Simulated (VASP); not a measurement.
Set up this calculation in VASP 6.6.1, as the native input.

- Task: single point
- Functional: PBE
- Potentials or basis: VASP PAW PBE potentials, release 64 (Y_sv, F)
- Cutoff: 520 eV
- k mesh: 4 × 4 × 4
- Occupations: gaussian, width 0.1 eV
- Spin: no spin polarisation
- Dipole correction: no
- Further INCAR settings: ALGO = Normal; EDIFF = 1e-06; NBANDS = 32

The structure of YF5 lies in POSCAR:

```
YF5
1.0
    4.2341376600      0.0000000000      0.0000000000
    0.0000000000      4.2341376600      0.0000000000
    0.0000000000      0.0000000000      4.8784596300
Y F
1 5
Direct
    0.5000000000      0.5000000000      0.8452170100
    0.1811711600      0.0000000000      0.3158678800
    0.8188288400      0.0000000000      0.3158678800
    0.0000000000      0.1811711600      0.3158678800
    0.0000000000      0.8188288400      0.3158678800
    0.5000000000      0.5000000000      0.3958573100
```

The cell was generated, and may not be a known phase.

The input as run:

INCAR

```
PREC = Accurate
ENCUT = 520
EDIFF = 1E-6
ISMEAR = 0
SIGMA = 0.1
LREAL = F
LASPH = T
NELM = 60
ALGO = Normal
ISIF = 2
LWAVE = F
LCHARG = F
GGA = PE
NBANDS = 32
```

KPOINTS

```
regular mesh
0
Gamma
  4 4 4
```

Potentials or basis: VASP PAW PBE potentials, release 64 (Y_sv, F).

Launch:

```bash
$ cat potpaw_PBE.64/Y_sv/POTCAR potpaw_PBE.64/F/POTCAR > POTCAR
$ mpirun -np 1 vasp_std > vasp.out
```

Results of the run:

* Pressure: 181.4 GPa
* Largest force: 95.571 eV/Å
* Band gap on the k mesh: zero (bands 23 and 24 overlap by 0.06 eV)

Caveat: the k points lie up to 0.37 Å⁻¹ apart; the standard files for N, O and F lose accuracy on very short bonds; forces of over 1 eV/Å act on the atoms, so gaps and moduli don't describe the material at rest.

Wall time 41 s on 1 thread of AMD EPYC 9R45 96-Core Processor (Zen 5) (shared host), peak memory 0.18 GiB.
